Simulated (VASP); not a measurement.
# Al (Im-3m) in VASP: a series of runs

The runs below take Al through single point, with PBEsol.

Program: VASP 6.6.1. These are calculated values, not measurements. Logs are shortened: lines on timing, memory, paths and dates and some standing lists are left out, and cuts for length are marked.

## Step 1: The cell of the first run

It takes space group Im-3m (No. 229, cubic). The conventional cell has a = 3.182 Å, b = 3.182 Å, c = 3.182 Å, α = 90.00°, β = 90.00°, γ = 90.00°. Within 3.6 Å of Al (site symmetry m-3m) lie 14 Al at 2.76 to 3.18 Å.

## Step 2: Single point, PBEsol

The input, INCAR:

```
SYSTEM = Al
PREC = Accurate
ENCUT = 520
EDIFF = 1E-7
ISMEAR = 1
SIGMA = 0.1
LREAL = .FALSE.
LASPH = .TRUE.
NELM = 100
ALGO = Normal
ISIF = 2
LWAVE = .FALSE.
LCHARG = .TRUE.
GGA = PS
LELF = .TRUE.
LVHAR = .TRUE.
NBANDS = 8
```

The input, KPOINTS:

```
Automatic mesh
0
G
  6 6 6
  0 0 0
```

The input, POSCAR:

```
Al
1.0
    2.7560720000      0.0000000000      0.0000000000
   -0.9186906379      2.5984496110      0.0000000000
   -0.9186906379     -1.2992247445      2.2503234088
Al
1
Direct
    0.0000000000      0.0000000000      0.0000000000
```

Potentials or basis: VASP PAW PBE potentials, release 64 (Al).

Run with:

```sh
$ cat potpaw_PBE.64/Al/POTCAR > POTCAR
$ mpirun -np 1 vasp_std > vasp.out
```

OUTCAR:

```text
SYSTEM = Al
   PREC = Accurate
   ENCUT = 520
   EDIFF = 1E-7
   ISMEAR = 1
   LREAL = .FALSE.
   LASPH = .TRUE.
   NELM = 100
   ISIF = 2
   GGA = PS

 ion  position               nearest neighbor table
   1  0.000  0.000  0.000-

  LATTYP: Found a body centered cubic cell.
 ALAT       =     3.1824378222

  Lattice vectors:

 A1 = (   2.7560720000,   0.0000000000,   0.0000000000)
 A2 = (  -0.9186906379,   2.5984496110,   0.0000000000)
 A3 = (  -0.9186906379,  -1.2992247445,   2.2503234088)

Analysis of symmetry for initial positions (statically):
=====================================================================
 Subroutine PRICEL returns:
 Original cell was already a primitive cell.

 Routine SETGRP: Setting up the symmetry group for a
 body centered cubic supercell.

 Subroutine GETGRP returns: Found 48 space group operations
 (whereof 48 operations were pure point group operations)
 out of a pool of 48 trial point group operations.

The static configuration has the point symmetry O_h .

Analysis of symmetry for dynamics (positions and initial velocities):
=====================================================================
 Subroutine PRICEL returns:
 Original cell was already a primitive cell.

 Routine SETGRP: Setting up the symmetry group for a
 body centered cubic supercell.

 Subroutine GETGRP returns: Found 48 space group operations
 (whereof 48 operations were pure point group operations)
 out of a pool of 48 trial point group operations.

The dynamic configuration has the point symmetry O_h .

 Subroutine INISYM returns: Found 48 space group operations
 (whereof 48 operations are pure point group operations),
 and found     1 'primitive' translations

----------------------------------------------------------------------------------------

                                     Primitive cell

  volume of cell :      16.1157

  direct lattice vectors                    reciprocal lattice vectors
     2.756072000  0.000000000  0.000000000     0.362835223  0.128281619  0.222190275
    -0.918690638  2.598449611  0.000000000     0.000000000  0.384844869  0.222190275
    -0.918690638 -1.299224745  2.250323409     0.000000000  0.000000000  0.444380570

  length of vectors
     2.756072000  2.756072000  2.756072000     0.444380570  0.444380570  0.444380570

  position of ions in fractional coordinates (direct lattice)
     0.000000000  0.000000000  0.000000000

  ion indices of the primitive-cell ions
[... 66 lines left out ...]
   LREAL  =      F    real-space projection
   EDIFFG = 0.1E-05   stopping-criterion for IOM
   NSW    =      0    number of steps for IOM
   IBRION =     -1    ionic relax: 0-MD 1-quasi-New 2-CG
   NFREE  =      0    steps in history (QN), initial steepest desc. (CG)
   ISIF   =      2    stress and relaxation
   ISYM   =      2    0-nonsym 1-usesym 2-fastsym
   POTIM  = 0.5000    time-step for ionic-motion
   TEBEG  =    0.0;   TEEND  =   0.0 temperature during run
   PSTRESS=    0.0 pullay stress
   NELECT =       3.0000    total number of electrons
   NUPDOWN=      -1.0000    fix difference up-down
   EMIN   =  10.00;   EMAX   =-10.00  energy-range for DOS
   EFERMI =   0.00;   METHOD = LEGACY
   ISMEAR =     1;   SIGMA  =   0.10  broadening in eV -4-tet -1-fermi 0-gaus
   EFERMI_NEDOS =   21; number of points for ismear=-14 and -15
   IALGO  =     38    algorithm
   IMIX   =      4    mixing-type and parameters
     AMIX     =   0.40;   BMIX     =  1.00
     AMIX_MAG =   1.60;   BMIX_MAG =  1.00
  volume/ion in A,a.u.               =      16.12       108.75
  Fermi-wavevector in a.u.,A,eV,Ry     =   0.934757  1.766434 11.888367  0.873770
  Thomas-Fermi vector in A             =   2.061594
   LORBIT       =      0    0 simple, 1 ext, 2 COOP (PROOUT), +10 PAW based schemes
   GGA     = PS    functional components
   LHFCALC =     F    Hartree Fock is set to
   AEXX    =    0.0000 exact exchange contribution
   IVDW    =     0    specifies the selected vdW correction
   LEPSILON=     F    determine dielectric tensor
   LRPA    =     F    only Hartree local field effects (RPA)
 non-spin polarized calculation
 Methfessel and Paxton  Order N= 1 SIGMA  =   0.10
  energy-cutoff  :      520.00
  volume of cell :       16.12
 maximum number of plane-waves:       466
   NGX = 11   NGY = 11   NGZ = 11

 number of electron       3.0000000 magnetization

 Free energy of the ion-electron system (eV)
  ---------------------------------------------------
  ext. energy  EPLUGINS =         0.00000000
  ---------------------------------------------------
  free energy    TOTEN  =        -4.04297311 eV

  energy without entropy =       -4.04180754  energy(sigma->0) =       -4.04258459

 E-fermi :   8.2501     XC(G=0): -10.3462

 val. band max:        7.3654337508   @ k =   0.5000   0.5000   0.3333
 cond. band min:       8.3010293167   @ k =  -0.3333   0.5000   0.1667
 fundamental gap:      0.9355955660
 Fermi energy:         8.2501294664

 k-point     1 :       0.0000    0.0000    0.0000
  band No.  band energies     occupation
      1      -3.0910      2.00000
      2      21.5859      0.00000
      3      21.5859      0.00000
      4      21.5859      0.00000
      5      23.2304      0.00000
      6      23.2304      0.00000
      7      23.2304      0.00000
      8      24.6683      0.00000
[... 155 lines left out ...]
 k-point    16 :       0.5000    0.5000    0.5000
  band No.  band energies     occupation
      1      10.1077     -0.00000
      2      10.1077     -0.00000
      3      10.1077     -0.00000
      4      11.1357      0.00000
      5      11.1357      0.00000
      6      14.0752      0.00000
      7      33.6925      0.00000
      8      33.6925      0.00000

------------------------ aborting loop because EDIFF is reached ----------------------------------------

  FORCE on cell =-STRESS in cart. coord.  units (eV):
  Direction    XX          YY          ZZ          XY          YZ          ZX
  --------------------------------------------------------------------------------------
  -------------------------------------------------------------------------------------
  Total        0.2787668      0.2787668      0.2787668      0.0000000      0.0000000      0.0000000
  in kB       27.7141705     27.7141707     27.7141716      0.0000003      0.0000008      0.0000005
  external PRESSURE =      27.7141709 kB  Pullay stress =       0.0000000 kB

 VOLUME and BASIS-vectors are now :
 -----------------------------------------------------------------------------
  energy-cutoff  :      520.00
  volume of cell :       16.12
      direct lattice vectors                 reciprocal lattice vectors
     2.756072000  0.000000000  0.000000000     0.362835223  0.128281619  0.222190275
    -0.918690638  2.598449611  0.000000000     0.000000000  0.384844869  0.222190275
    -0.918690638 -1.299224745  2.250323409     0.000000000  0.000000000  0.444380570

 POSITION                                       TOTAL-FORCE (eV/Angst)
 -----------------------------------------------------------------------------------
      0.00000      0.00000      0.00000         0.000000      0.000000      0.000000
 -----------------------------------------------------------------------------------
    total drift:                               -0.000000     -0.000000      0.000000

  FREE ENERGIE OF THE ION-ELECTRON SYSTEM (eV)
  ---------------------------------------------------
  free  energy   TOTEN  =        -4.0429731100 eV

  energy  without entropy=       -4.0418075367  energy(sigma->0) =       -4.04258459
```

stdout:

```text
POSCAR found type information on POSCAR Al
 POSCAR found :  1 types and       1 ions
 scaLAPACK will be used
 -----------------------------------------------------------------------------
|                                                                             |
|                                                                             |
|     You enforced a specific xc type in the INCAR file but a different       |
|     I HOPE YOU KNOW WHAT YOU ARE DOING!                                     |
|                                                                             |
 -----------------------------------------------------------------------------

 LDA part: xc-table for (Slater+PW92), standard interpolation
 POSCAR, INCAR and KPOINTS ok, starting setup
 FFT: planning ... GRIDC
 FFT: planning ... GRID_SOFT
 FFT: planning ... GRID
 WAVECAR not read
 entering main loop
```

Wall time 2.1 s (1 thread of Intel Xeon 8259CL, shared host); peak memory 0.11 GiB.

Results:

| Item | Value |
| --- | --- |
| Free energy | -4.0430 eV |
| Pressure | 2.8 GPa |

Caveat: the k points lie up to 0.47 Å⁻¹ apart; the PAW data sets were made with another functional, which shifts forces and pressure a little.

## Step 3: Single point, PBEsol

The input, INCAR:

```
PREC = Accurate ; ENCUT = 520
EDIFF = 1E-7 ; ISMEAR = 1
SIGMA = 0.1 ; LREAL = False
LASPH = True ; NELM = 60
ALGO = Normal ; ISIF = 2
LWAVE = False ; LCHARG = True
GGA = PS ; LELF = True
LVHAR = True ; NBANDS = 8
```

The input, KPOINTS:

```
Automatic mesh
0
Gamma
  8 8 8
```

POSCAR is that of step 2.

Potentials or basis: VASP PAW PBE potentials, release 64 (Al).

Run with:

```sh
$ cat potpaw_PBE.64/Al/POTCAR > POTCAR
$ mpirun -np 1 vasp_std > vasp.out
```

Wall time 2.9 s (1 thread of Intel Xeon 8259CL, shared host); peak memory 0.12 GiB.

It converged, with:

```
Free energy : -3.9494 eV
Pressure    : 2.9 GPa
```

Levels at points of the mesh, in eV from the Fermi level:
| k point | band 1 | band 2 | band 3 | band 4 | band 5 |
| --- | --- | --- | --- | --- | --- |
| (0.00, 0.00, 0.00) | -11.44 | 13.24 | 13.24 | 13.24 | 14.88 |
| (0.50, 0.00, 0.00) | -4.56 | -4.03 | 8.16 | 8.19 | 9.98 |
| (0.50, 0.50, 0.50) | 1.76 | 1.76 | 1.76 | 2.79 | 2.79 |

Caveat: the PAW data sets were made with another functional, which shifts forces and pressure a little.

## Step 4: Single point, PBEsol

The input, INCAR:

```
PREC = Accurate ; ENCUT = 520
EDIFF = 1E-6 ; ISMEAR = 1
SIGMA = 0.1 ; LREAL = False
LASPH = True ; NELM = 100
ALGO = Normal ; ISIF = 2
LWAVE = False ; LCHARG = False
GGA = PS ; NBANDS = 8
```

The input, KPOINTS:

```
Automatic mesh
0
Gamma
  10 10 10
```

POSCAR is that of step 3.

Potentials or basis: VASP PAW PBE potentials, release 64 (Al).

Run with:

```sh
$ cat potpaw_PBE.64/Al/POTCAR > POTCAR
$ mpirun -np 1 vasp_std > vasp.out
```

OUTCAR:

```text
PREC = Accurate
   ENCUT = 520
   EDIFF = 1E-6
   ISMEAR = 1
   LREAL = False
   LASPH = True
   NELM = 100
   ISIF = 2
   GGA = PS

 ion  position               nearest neighbor table
   1  0.000  0.000  0.000-

  LATTYP: Found a body centered cubic cell.
 ALAT       =     3.1824378222

  Lattice vectors:

 A1 = (   2.7560720000,   0.0000000000,   0.0000000000)
 A2 = (  -0.9186906379,   2.5984496110,   0.0000000000)
 A3 = (  -0.9186906379,  -1.2992247445,   2.2503234088)

Analysis of symmetry for initial positions (statically):
=====================================================================
 Subroutine PRICEL returns:
 Original cell was already a primitive cell.

 Routine SETGRP: Setting up the symmetry group for a
 body centered cubic supercell.

 Subroutine GETGRP returns: Found 48 space group operations
 (whereof 48 operations were pure point group operations)
 out of a pool of 48 trial point group operations.

The static configuration has the point symmetry O_h .

Analysis of symmetry for dynamics (positions and initial velocities):
=====================================================================
 Subroutine PRICEL returns:
 Original cell was already a primitive cell.

 Routine SETGRP: Setting up the symmetry group for a
 body centered cubic supercell.

 Subroutine GETGRP returns: Found 48 space group operations
 (whereof 48 operations were pure point group operations)
 out of a pool of 48 trial point group operations.

The dynamic configuration has the point symmetry O_h .

 Subroutine INISYM returns: Found 48 space group operations
 (whereof 48 operations are pure point group operations),
 and found     1 'primitive' translations

----------------------------------------------------------------------------------------

                                     Primitive cell

  volume of cell :      16.1157

  direct lattice vectors                    reciprocal lattice vectors
     2.756072000  0.000000000  0.000000000     0.362835223  0.128281619  0.222190275
[... 102 lines left out ...]
   IMIX   =      4    mixing-type and parameters
     AMIX     =   0.40;   BMIX     =  1.00
     AMIX_MAG =   1.60;   BMIX_MAG =  1.00
  volume/ion in A,a.u.               =      16.12       108.75
  Fermi-wavevector in a.u.,A,eV,Ry     =   0.934757  1.766434 11.888367  0.873770
  Thomas-Fermi vector in A             =   2.061594
   LORBIT       =      0    0 simple, 1 ext, 2 COOP (PROOUT), +10 PAW based schemes
   GGA     = PS    functional components
   LHFCALC =     F    Hartree Fock is set to
   AEXX    =    0.0000 exact exchange contribution
   IVDW    =     0    specifies the selected vdW correction
   LEPSILON=     F    determine dielectric tensor
   LRPA    =     F    only Hartree local field effects (RPA)
 non-spin polarized calculation
 Methfessel and Paxton  Order N= 1 SIGMA  =   0.10
  energy-cutoff  :      520.00
  volume of cell :       16.12
 maximum number of plane-waves:       466
   NGX = 11   NGY = 11   NGZ = 11

 number of electron       3.0000000 magnetization

 Free energy of the ion-electron system (eV)
  ---------------------------------------------------
  ext. energy  EPLUGINS =         0.00000000
  ---------------------------------------------------
  free energy    TOTEN  =        -4.00396351 eV

  energy without entropy =       -4.00325221  energy(sigma->0) =       -4.00372641

 E-fermi :   8.1627     XC(G=0): -10.3464

 val. band max:        8.1139000466   @ k =   0.5000   0.5000   0.4000
 cond. band min:       8.1792877481   @ k =  -0.4000   0.4000   0.2000
 fundamental gap:      0.0653877015
 Fermi energy:         8.1626579076

 k-point     1 :       0.0000    0.0000    0.0000
  band No.  band energies     occupation
      1      -3.0911      2.00000
      2      21.5856      0.00000
      3      21.5856      0.00000
      4      21.5856      0.00000
      5      23.2295      0.00000
      6      23.2295      0.00000
      7      23.2295      0.00000
      8      24.6683      0.00000
[... 243 lines left out ...]
 k-point    24 :      -0.3000    0.3000    0.1000
  band No.  band energies     occupation
      1      -0.1974      2.00000
      2      10.8804      0.00000
      3      15.2161      0.00000
      4      17.6180      0.00000
      5      20.3417      0.00000
      6      21.2768      0.00000
      7      23.8537      0.00000
      8      29.6914      0.00000

 [... further k-points ...]
[... 5 lines left out ...]
  --------------------------------------------------------------------------------------
  -------------------------------------------------------------------------------------
  Total        0.2804355      0.2804355      0.2804355      0.0000000      0.0000000      0.0000000
  in kB       27.8800663     27.8800665     27.8800674      0.0000003      0.0000008      0.0000005
  external PRESSURE =      27.8800667 kB  Pullay stress =       0.0000000 kB

 VOLUME and BASIS-vectors are now :
 -----------------------------------------------------------------------------
  energy-cutoff  :      520.00
  volume of cell :       16.12
      direct lattice vectors                 reciprocal lattice vectors
     2.756072000  0.000000000  0.000000000     0.362835223  0.128281619  0.222190275
    -0.918690638  2.598449611  0.000000000     0.000000000  0.384844869  0.222190275
    -0.918690638 -1.299224745  2.250323409     0.000000000  0.000000000  0.444380570

 POSITION                                       TOTAL-FORCE (eV/Angst)
 -----------------------------------------------------------------------------------
      0.00000      0.00000      0.00000        -0.000000      0.000000      0.000000
 -----------------------------------------------------------------------------------
    total drift:                               -0.000000     -0.000000      0.000000

  FREE ENERGIE OF THE ION-ELECTRON SYSTEM (eV)
  ---------------------------------------------------
  free  energy   TOTEN  =        -4.0039635063 eV

  energy  without entropy=       -4.0032522065  energy(sigma->0) =       -4.00372641
```

OSZICAR:

```text
N       E                     dE             d eps       ncg     rms          rms(c)
DAV:   1    -0.270581452190E+01   -0.27058E+01   -0.84743E+02   752   0.201E+02
DAV:   2    -0.402581702142E+01   -0.13200E+01   -0.12755E+01  1080   0.178E+01
DAV:   3    -0.403306894754E+01   -0.72519E-02   -0.72337E-02   920   0.137E+00
DAV:   4    -0.403308793079E+01   -0.18983E-04   -0.18983E-04  1128   0.663E-02
DAV:   5    -0.403308795531E+01   -0.24518E-07   -0.24769E-07   920   0.193E-03    0.137E+00
DAV:   6    -0.401551993571E+01    0.17568E-01   -0.24938E-03   896   0.199E-01    0.772E-01
DAV:   7    -0.400398068941E+01    0.11539E-01   -0.66585E-03   848   0.316E-01    0.167E-01
DAV:   8    -0.400396408776E+01    0.16602E-04   -0.30388E-05   976   0.370E-02    0.104E-02
DAV:   9    -0.400396350627E+01    0.58149E-06   -0.33413E-07   912   0.288E-03
   1 F= -.40039635E+01 E0= -.40037264E+01  d E =-.711300E-03
```

Run time: 3.2 s. Hardware: 1 thread of Intel Xeon 8259CL, shared host; peak memory 0.12 GiB.

What came out:

```
Free energy : -4.0040 eV
Pressure    : 2.8 GPa
```

Levels at points of the mesh, in eV from the Fermi level:
| k point | band 1 | band 2 | band 3 | band 4 |
| --- | --- | --- | --- | --- |
| (0.00, 0.00, 0.00) | -11.25 | 13.42 | 13.42 | 13.42 |
| (0.50, 0.00, 0.00) | -4.37 | -3.85 | 8.35 | 8.37 |
| (0.50, 0.50, 0.50) | 1.94 | 1.94 | 1.94 | 2.97 |

Caveat: the PAW data sets were made with another functional, which shifts forces and pressure a little.

## Step 5: Single point, PBEsol

The input, INCAR:

```
PREC = Accurate
ENCUT = 520
EDIFF = 1E-7
ISMEAR = 1
SIGMA = 0.1
LREAL = F
LASPH = T
NELM = 100
ALGO = Normal
ISIF = 2
LWAVE = F
LCHARG = F
GGA = PS
NBANDS = 8
```

The input, KPOINTS:

```
Automatic mesh
0
Gamma
  12 12 12
```

POSCAR is that of step 4.

Run with:

```sh
$ cat potpaw_PBE.64/Al/POTCAR > POTCAR
$ mpirun -np 1 vasp_std > vasp.out
```

It took 5 s on 1 thread of Intel Xeon 8259CL, shared host; peak memory 0.12 GiB.

The run converged. Its results:

```
Free energy : -3.9849 eV
Pressure    : 2.3 GPa
```

Levels at points of the mesh, in eV from the Fermi level:
| k point | band 1 | band 2 | band 3 | band 4 |
| --- | --- | --- | --- | --- |
| (0.00, 0.00, 0.00) | -11.26 | 13.41 | 13.41 | 13.41 |
| (0.50, 0.00, 0.00) | -4.38 | -3.86 | 8.34 | 8.36 |
| (0.50, 0.50, 0.50) | 1.93 | 1.93 | 1.93 | 2.97 |

Caveat: the PAW data sets were made with another functional, which shifts forces and pressure a little.

## Step 6: The runs side by side

| k mesh | gap on the mesh (eV) | pressure (GPa) |
| --- | --- | --- |
| 6 × 6 × 6 | none | 2.8 |
| 8 × 8 × 8 | none | 2.9 |
| 10 × 10 × 10 | none | 2.8 |
| 12 × 12 × 12 | none | 2.3 |

Alike in all rows: task single point; level PBEsol; potentials or basis VASP PAW PBE potentials, release 64 (Al); no spin polarisation; cell as given; cutoff (eV) 520; smearing methfessel-paxton 0.1 eV.

Caveats: some runs use coarse meshes; the PAW data sets were made with another functional, which shifts forces and pressure a little.

Absolute energies hang on the potentials; compare differences alone.
